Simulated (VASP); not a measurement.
**Pt2S: relaxation of cell and atoms with PBE**

Pt2S:

```
CELL_PARAMETERS angstrom
-1.71663 1.71663 4.21111
1.71663 -1.71663 4.21111
1.71663 1.71663 -4.21111
ATOMIC_POSITIONS crystal
Pt 0.66500 0.66500 0.00000
Pt 0.33500 0.33500 0.00000
S 0.00000 0.00000 0.00000
```

| Quantity | Value |
| --- | --- |
| Program | VASP 6.6.1 |
| Task | relaxation of cell and atoms |
| Functional | PBE |
| Potentials or basis | VASP PAW PBE potentials, release 64 (Pt, S) |
| Cutoff | 600 eV |
| k mesh | 8 × 8 × 8 |
| Occupations | gaussian, width 0.1 eV |
| Spin | no spin polarisation |
| Dipole correction | no |
| Further INCAR settings | ALGO = Normal; EDIFF = 1e-06; IBRION = 2; EDIFFG = -0.04; NSW = 90; ISIF = 3 |

```json
{
 "Relaxed volume": "15.23 Å³/atom",
 "Relaxed cell": "a = 5.418 Å, b = 5.418 Å, c = 5.418 Å, α = 147.52°, β = 147.52°, γ = 46.60°",
 "Space group after relaxing (to 0.1 Å)": "I4/mmm (No. 139)",
 "Energy gained by relaxing": "159.5 meV/atom",
 "Ionic steps": "17",
 "Pressure after relaxing": "0.1 GPa",
 "Largest force after relaxing": "0.008 eV/Å",
 "Band gap on the k mesh": "zero (bands 13 and 14 overlap by 1.59 eV)"
}
```

Forces in eV/Å, atoms in the order of the input:
```
Pt   0.000  0.000 -0.008
Pt   0.000  0.000  0.008
S    0.000  0.000  0.000
```

Stress tensor (GPa, compression positive):
```
0.10 0.00 0.00
0.00 0.10 0.00
0.00 0.00 0.22
```

Step by step:
```csv
step,energy change (eV),largest force (eV/Å),pressure (GPa),volume (Å³)
1,0.0000,0.1782,-9.27,49.64
2,0.0544,0.7342,17.35,43.06
3,-0.1077,0.1548,0.61,46.48
4,-0.1473,0.4518,0.64,46.33
5,-0.2751,0.7563,1.96,45.73
6,-0.4000,0.6865,9.46,43.87
7,-0.4123,0.6107,8.58,44.03
8,-0.4345,0.3903,6.03,44.50
9,-0.4138,0.0015,1.90,45.38
10,-0.4375,0.2683,4.77,44.75
11,-0.4446,0.2766,4.11,44.89
12,-0.4601,0.2983,2.24,45.29
13,-0.4679,0.3242,-1.15,46.09
14,-0.4686,0.3206,-0.46,45.91
15,-0.4705,0.2907,-0.40,45.89
16,-0.4750,0.1986,-0.28,45.83
17,-0.4786,0.0083,0.14,45.70
```

Final structure:
```
Pt S
1.0
    -1.51524    1.51524    4.97580
     1.51524   -1.51524    4.97580
     1.51524    1.51524   -4.97580
Pt S
2 1
Direct
  0.65436 0.65436 0.00000
  0.34564 0.34564 0.00000
  0.00000 0.00000 0.00000
```

Levels at points of the mesh, in eV from the Fermi level:
| k point | band 10 | band 11 | band 12 | band 13 | band 14 | band 15 | band 16 | band 17 |
| --- | --- | --- | --- | --- | --- | --- | --- | --- |
| (0.00, 0.00, 0.00) | -2.91 | -2.10 | -1.79 | -1.03 | 1.46 | 1.46 | 5.62 | 7.37 |
| (0.50, 0.00, 0.00) | -1.79 | -1.68 | -0.94 | -0.50 | 1.18 | 1.48 | 4.35 | 4.82 |
| (0.50, 0.50, 0.00) | -1.14 | -0.50 | -0.46 | 1.13 | 1.34 | 1.89 | 2.05 | 5.63 |
| (0.50, 0.50, 0.50) | -1.19 | -1.19 | -1.18 | -0.37 | -0.27 | -0.27 | 2.37 | 6.80 |

Wall time 7.5 min on 1 thread of Intel(R) Xeon(R) 6975P-C (Granite Rapids), on a shared host, peak memory 0.29 GiB.

Caveat: spin-orbit coupling is left out, which moves the levels of the heavy elements.
